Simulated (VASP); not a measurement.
# KF (Fm-3m) in VASP: a series of runs

Runs on KF. Level: PBEsol. Tasks: single point.

Program: VASP 6.6.1. These are calculated values, not measurements. Logs are shortened: lines on timing, memory, paths and dates and some standing lists are left out, and cuts for length are marked.

## (1) The cell of the first run

It takes space group Fm-3m (No. 225, cubic). Conventional cell: a = 5.344 Å, b = 5.344 Å, c = 5.344 Å, α = 90.00°, β = 90.00°, γ = 90.00°. Within 3.5 Å of K (site symmetry m-3m) lie 6 F at 2.67 Å. F (site symmetry m-3m) has 6 K at 2.67 Å within 3.5 Å.

## (2) Single point, PBEsol

INCAR reads:

```
SYSTEM = KF
PREC = Accurate
ENCUT = 600
EDIFF = 1E-6
ISMEAR = 0
SIGMA = 0.01
LREAL = .False.
LASPH = .True.
NELM = 120
ALGO = Normal
ISIF = 2
LWAVE = .False.
LCHARG = .False.
GGA = PS
NBANDS = 15
GGA_COMPAT = .False.
```

KPOINTS reads:

```
Automatic mesh
0
Gamma
  8 8 8
  0 0 0
```

POSCAR reads:

```
KF
1.0
    0.0000000000      2.6718500000      2.6718500000
    2.6718500000      0.0000000000      2.6718500000
    2.6718500000      2.6718500000      0.0000000000
K F
1 1
Direct
    0.0000000000      0.0000000000      0.0000000000
    0.5000000000      0.5000000000      0.5000000000
```

Potentials or basis: VASP PAW PBE potentials, release 64 (K_sv, F).

On the command line:

```bash
> cat potpaw_PBE.64/K_sv/POTCAR potpaw_PBE.64/F/POTCAR > POTCAR
> mpirun -np 1 vasp_std > vasp.out
```

OUTCAR:

```text
SYSTEM = KF
   PREC = Accurate
   ENCUT = 600
   EDIFF = 1E-6
   ISMEAR = 0
   LREAL = .False.
   LASPH = .True.
   NELM = 120
   ISIF = 2
   GGA = PS

 ion  position               nearest neighbor table
   1  0.000  0.000  0.000-   2 2.67   2 2.67   2 2.67   2 2.67   2 2.67   2 2.67
   2  0.500  0.500  0.500-   1 2.67   1 2.67   1 2.67   1 2.67   1 2.67   1 2.67

  LATTYP: Found a face centered cubic cell.
 ALAT       =     5.3437000000

  Lattice vectors:

 A1 = (   0.0000000000,   2.6718500000,   2.6718500000)
 A2 = (   2.6718500000,   0.0000000000,   2.6718500000)
 A3 = (   2.6718500000,   2.6718500000,   0.0000000000)

Analysis of symmetry for initial positions (statically):
=====================================================================
 Subroutine PRICEL returns:
 Original cell was already a primitive cell.

 Routine SETGRP: Setting up the symmetry group for a
 face centered cubic supercell.

 Subroutine GETGRP returns: Found 48 space group operations
 (whereof 48 operations were pure point group operations)
 out of a pool of 48 trial point group operations.

The static configuration has the point symmetry O_h .

Analysis of symmetry for dynamics (positions and initial velocities):
=====================================================================
 Subroutine PRICEL returns:
 Original cell was already a primitive cell.

 Routine SETGRP: Setting up the symmetry group for a
 face centered cubic supercell.

 Subroutine GETGRP returns: Found 48 space group operations
 (whereof 48 operations were pure point group operations)
 out of a pool of 48 trial point group operations.

The dynamic configuration has the point symmetry O_h .

 Subroutine INISYM returns: Found 48 space group operations
 (whereof 48 operations are pure point group operations),
 and found     1 'primitive' translations

----------------------------------------------------------------------------------------

                                     Primitive cell

  volume of cell :      38.1475

  direct lattice vectors                    reciprocal lattice vectors
     0.000000000  2.671850000  2.671850000    -0.187136254  0.187136254  0.187136254
     2.671850000  0.000000000  2.671850000     0.187136254 -0.187136254  0.187136254
     2.671850000  2.671850000  0.000000000     0.187136254  0.187136254 -0.187136254

  length of vectors
     3.778566507  3.778566507  3.778566507     0.324129500  0.324129500  0.324129500

  position of ions in fractional coordinates (direct lattice)
     0.000000000  0.000000000  0.000000000
     0.500000000  0.500000000  0.500000000

  ion indices of the primitive-cell ions
   primitive index   ion index
                 1           1
                 2           2

----------------------------------------------------------------------------------------

 KPOINTS: Automatic mesh

Automatic generation of k-mesh.
 Grid dimensions read from file:
 generate k-points for:    8    8    8

 Generating k-lattice:

  Cartesian coordinates                     Fractional coordinates (reciprocal lattice)
    -0.023392032  0.023392032  0.023392032     0.125000000  0.000000000  0.000000000
     0.023392032 -0.023392032  0.023392032     0.000000000  0.125000000  0.000000000
     0.023392032  0.023392032 -0.023392032     0.000000000  0.000000000  0.125000000

  Length of vectors
     0.040516187  0.040516187  0.040516187

  Shift w.r.t. Gamma in fractional coordinates (k-lattice)
     0.000000000  0.000000000  0.000000000

 Subroutine IBZKPT returns following result:
 ===========================================

 Found     29 irreducible k-points:

 Following reciprocal coordinates:
            Coordinates               Weight
  0.000000  0.000000  0.000000      1.000000
  0.125000  0.000000  0.000000      8.000000
  0.250000  0.000000  0.000000      8.000000
  0.375000  0.000000  0.000000      8.000000
  0.500000  0.000000  0.000000      4.000000
  0.125000  0.125000  0.000000      6.000000
[... 16 lines left out ...]
  0.500000  0.250000  0.125000     48.000000
 -0.375000  0.250000  0.125000     24.000000
 [... further k-points ...]
   k-points           NKPTS =     29   k-points in BZ     NKDIM =     29   number of bands    NBANDS=     15
   number of dos      NEDOS =    301   number of ions     NIONS =      2
   total plane-waves  NPLWV =  27000
   dimension x,y,z NGX =    30 NGY =   30 NGZ =   30
   dimension x,y,z NGXF=    60 NGYF=   60 NGZF=   60
   ions per type =               1   1
   NGX,Y,Z   is equivalent  to a cutoff of  13.20, 13.20, 13.20 a.u.
   NGXF,Y,Z  is equivalent  to a cutoff of  26.40, 26.40, 26.40 a.u.
 SYSTEM =  KF
   PREC   = accura    normal or accurate (medium, high low for compatibility)
   ISTART =      0    job   : 0-new  1-cont  2-samecut
   ICHARG =      2    charge: 1-file 2-atom 10-const
   ISPIN  =      1    spin polarized calculation?
   LNONCOLLINEAR =      F non collinear calculations
   LSORBIT =      F    spin-orbit coupling
   LASPH  =      T    aspherical Exc in radial PAW
   ENCUT  =  600.0 eV  44.10 Ry    6.64 a.u.   7.55  7.55  7.55*2*pi/ulx,y,z
   NELM   =    120;   NELMIN=  2; NELMDL= -5     # of ELM steps
   EDIFF  = 0.1E-05   stopping-criterion for ELM
   LREAL  =      F    real-space projection
   EDIFFG = 0.1E-04   stopping-criterion for IOM
   NSW    =      0    number of steps for IOM
   IBRION =     -1    ionic relax: 0-MD 1-quasi-New 2-CG
   NFREE  =      0    steps in history (QN), initial steepest desc. (CG)
   ISIF   =      2    stress and relaxation
   ISYM   =      2    0-nonsym 1-usesym 2-fastsym
   POTIM  = 0.5000    time-step for ionic-motion
   TEBEG  =    0.0;   TEEND  =   0.0 temperature during run
   PSTRESS=    0.0 pullay stress
   NELECT =      16.0000    total number of electrons
   NUPDOWN=      -1.0000    fix difference up-down
   EMIN   =  10.00;   EMAX   =-10.00  energy-range for DOS
   EFERMI =   0.00;   METHOD = LEGACY
   ISMEAR =     0;   SIGMA  =   0.01  broadening in eV -4-tet -1-fermi 0-gaus
   EFERMI_NEDOS =   21; number of points for ismear=-14 and -15
   IALGO  =     38    algorithm
   IMIX   =      4    mixing-type and parameters
     AMIX     =   0.40;   BMIX     =  1.00
     AMIX_MAG =   1.60;   BMIX_MAG =  1.00
  volume/ion in A,a.u.               =      19.07       128.72
  Fermi-wavevector in a.u.,A,eV,Ry     =   1.225442  2.315750 20.431978  1.501708
  Thomas-Fermi vector in A             =   2.360480
   LORBIT       =      0    0 simple, 1 ext, 2 COOP (PROOUT), +10 PAW based schemes
   GGA     = PS    functional components
   LHFCALC =     F    Hartree Fock is set to
   AEXX    =    0.0000 exact exchange contribution
   IVDW    =     0    specifies the selected vdW correction
   LEPSILON=     F    determine dielectric tensor
   LRPA    =     F    only Hartree local field effects (RPA)
 non-spin polarized calculation
 Gauss-broadening in eV      SIGMA  =   0.01
  energy-cutoff  :      600.00
  volume of cell :       38.15
 maximum number of plane-waves:      1287
   NGX = 15   NGY = 15   NGZ = 15

 number of electron      15.9999997 magnetization

 Free energy of the ion-electron system (eV)
  ---------------------------------------------------
  ext. energy  EPLUGINS =         0.00000000
  ---------------------------------------------------
  free energy    TOTEN  =        -8.52119250 eV

  energy without entropy =       -8.52119250  energy(sigma->0) =       -8.52119250

 E-fermi :  -2.8358     XC(G=0):  -8.6084

 val. band max:       -2.9093167753   @ k =   0.0000   0.0000   0.0000
 cond. band min:       3.1221874524   @ k =   0.0000   0.0000   0.0000
 fundamental gap:      6.0315042277
 Fermi energy:        -2.8358285566

 k-point     1 :       0.0000    0.0000    0.0000
  band No.  band energies     occupation
      1     -28.8724      2.00000
      2     -21.4389      2.00000
      3     -12.1843      2.00000
      4     -12.1843      2.00000
      5     -12.1843      2.00000
      6      -2.9093      2.00000
      7      -2.9093      2.00000
      8      -2.9093      2.00000
      9       3.1222      0.00000
     10       7.7273      0.00000
     11       7.7273      0.00000
     12       7.7273      0.00000
     13       9.4012      0.00000
     14       9.4012      0.00000
     15      13.8091      0.00000

 k-point     2 :       0.1250    0.0000    0.0000
  band No.  band energies     occupation
      1     -28.8582      2.00000
      2     -21.4520      2.00000
      3     -12.2262      2.00000
      4     -12.1899      2.00000
      5     -12.1899      2.00000
      6      -3.0542      2.00000
      7      -2.9634      2.00000
      8      -2.9634      2.00000
      9       3.5589      0.00000
     10       7.4647      0.00000
     11       7.9399      0.00000
     12       7.9399      0.00000
     13       9.5476      0.00000
     14       9.5476      0.00000
     15      14.5809      0.00000

 k-point     3 :       0.2500    0.0000    0.0000
  band No.  band energies     occupation
      1     -28.8237      2.00000
      2     -21.4840      2.00000
      3     -12.3263      2.00000
      4     -12.2031      2.00000
      5     -12.2031      2.00000
      6      -3.3592      2.00000
      7      -3.0908      2.00000
      8      -3.0908      2.00000
      9       4.6449      0.00000
     10       7.1010      0.00000
     11       8.4663      0.00000
     12       8.4663      0.00000
     13      10.0034      0.00000
     14      10.0034      0.00000
     15      15.6519      0.00000

 k-point     4 :       0.3750    0.0000    0.0000
  band No.  band energies     occupation
      1     -28.7887      2.00000
      2     -21.5164      2.00000
      3     -12.4250      2.00000
      4     -12.2162      2.00000
      5     -12.2162      2.00000
      6      -3.6218      2.00000
      7      -3.2143      2.00000
      8      -3.2143      2.00000
      9       5.7382      0.00000
     10       7.1751      0.00000
     11       8.9614      0.00000
     12       8.9614      0.00000
     13      10.8081      0.00000
     14      10.8081      0.00000
     15      14.2099      0.00000
[... 307 lines left out ...]
 k-point    22 :       0.3750    0.2500    0.1250
  band No.  band energies     occupation
      1     -28.7999      2.00000
      2     -21.4876      2.00000
      3     -12.3675      2.00000
      4     -12.3359      2.00000
      5     -12.2353      2.00000
      6      -3.4530      2.00000
      7      -3.1275      2.00000
      8      -2.9886      2.00000
      9       5.3351      0.00000
     10       6.4550      0.00000
     11       8.9387      0.00000
     12       9.1250      0.00000
     13      10.0307      0.00000
     14      10.5018      0.00000
     15      15.3145      0.00000

 k-point    23 :       0.5000    0.2500    0.1250
  band No.  band energies     occupation
      1     -28.7731      2.00000
      2     -21.5006      2.00000
      3     -12.4684      2.00000
      4     -12.3902      2.00000
      5     -12.2508      2.00000
      6      -3.4854      2.00000
      7      -3.2139      2.00000
      8      -3.0717      2.00000
      9       6.2005      0.00000
     10       6.6399      0.00000
     11       8.7984      0.00000
     12       9.6439      0.00000
     13      10.5746      0.00000
     14      11.5567      0.00000
     15      13.2282      0.00000

 k-point    24 :      -0.3750    0.2500    0.1250
  band No.  band energies     occupation
      1     -28.7619      2.00000
      2     -21.5060      2.00000
      3     -12.5138      2.00000
      4     -12.4073      2.00000
      5     -12.2587      2.00000
      6      -3.4920      2.00000
      7      -3.1937      2.00000
      8      -3.1694      2.00000
      9       6.3927      0.00000
     10       7.0719      0.00000
     11       8.7225      0.00000
     12       9.7954      0.00000
     13      11.0642      0.00000
     14      12.0944      0.00000
     15      12.3102      0.00000

 [... further k-points ...]

------------------------ aborting loop because EDIFF is reached ----------------------------------------

  FORCE on cell =-STRESS in cart. coord.  units (eV):
  Direction    XX          YY          ZZ          XY          YZ          ZX
  --------------------------------------------------------------------------------------
  -------------------------------------------------------------------------------------
  Total       -0.1502434     -0.1502434     -0.1502434      0.0000000     -0.0000000      0.0000000
  in kB       -6.3101516     -6.3101516     -6.3101516      0.0000000     -0.0000000      0.0000000
  external PRESSURE =      -6.3101516 kB  Pullay stress =       0.0000000 kB

 VOLUME and BASIS-vectors are now :
 -----------------------------------------------------------------------------
  energy-cutoff  :      600.00
  volume of cell :       38.15
      direct lattice vectors                 reciprocal lattice vectors
     0.000000000  2.671850000  2.671850000    -0.187136254  0.187136254  0.187136254
     2.671850000  0.000000000  2.671850000     0.187136254 -0.187136254  0.187136254
     2.671850000  2.671850000  0.000000000     0.187136254  0.187136254 -0.187136254

 POSITION                                       TOTAL-FORCE (eV/Angst)
 -----------------------------------------------------------------------------------
      0.00000      0.00000      0.00000         0.000000      0.000000      0.000000
      2.67185      2.67185      2.67185        -0.000000     -0.000000      0.000000
 -----------------------------------------------------------------------------------
    total drift:                                0.000000      0.000000      0.000000

  FREE ENERGIE OF THE ION-ELECTRON SYSTEM (eV)
  ---------------------------------------------------
  free  energy   TOTEN  =        -8.5211924982 eV

  energy  without entropy=       -8.5211924982  energy(sigma->0) =       -8.52119250
```

Wall time 26 s (1 thread of Intel Xeon Platinum 8375C at 2.90GHz (Ice Lake), shared host); peak memory 0.17 GiB.

What came out:

| Property | Result |
| --- | --- |
| Free energy | -8.5212 eV |
| Pressure | -0.6 GPa |
| Band gap on the k mesh | 6.03 eV |

Caveat: the PAW data sets were made with another functional, which shifts forces and pressure a little.

## (3) Single point, PBEsol

INCAR reads:

```
  ALGO = Normal
  EDIFF = 1E-6
  ENCUT = 600
  GGA = PS
  GGA_COMPAT = F
  ISIF = 2
  ISMEAR = 0
  LASPH = T
  LCHARG = F
  LREAL = F
  LWAVE = F
  NBANDS = 15
  NELM = 120
  PREC = Accurate
  SIGMA = 0.01
```

KPOINTS reads:

```
k-points
0
Gamma
  8 8 8
```

POSCAR is that of step 2.

Potentials or basis: VASP PAW PBE potentials, release 64 (K_sv, F).

On the command line:

```bash
> cat potpaw_PBE.64/K_sv/POTCAR potpaw_PBE.64/F/POTCAR > POTCAR
> mpirun -np 1 vasp_std > vasp.out
```

Wall time 26 s (1 thread of Intel Xeon Platinum 8375C at 2.90GHz (Ice Lake), shared host); peak memory 0.17 GiB.

It converged, with:

```yaml
Free_energy: -8.5212 eV
Pressure: -0.6 GPa
Band_gap_on_the_k_mesh: 6.03 eV
```

Levels at points of the mesh, in eV from the valence-band top:
```csv
k point,band 4,band 5,band 6,band 7,band 8,band 9,band 10,band 11,band 12,band 13
"(0.00, 0.00, 0.00)",-9.28,-9.28,0.00,0.00,0.00,6.03,10.64,10.64,10.64,12.31
"(0.50, 0.00, 0.00)",-9.31,-9.31,-0.81,-0.35,-0.35,8.97,10.46,12.05,12.05,14.32
"(0.50, 0.50, 0.00)",-9.49,-9.49,-0.21,-0.06,-0.06,8.10,10.24,11.66,13.60,14.27
```

Caveat: the PAW data sets were made with another functional, which shifts forces and pressure a little.
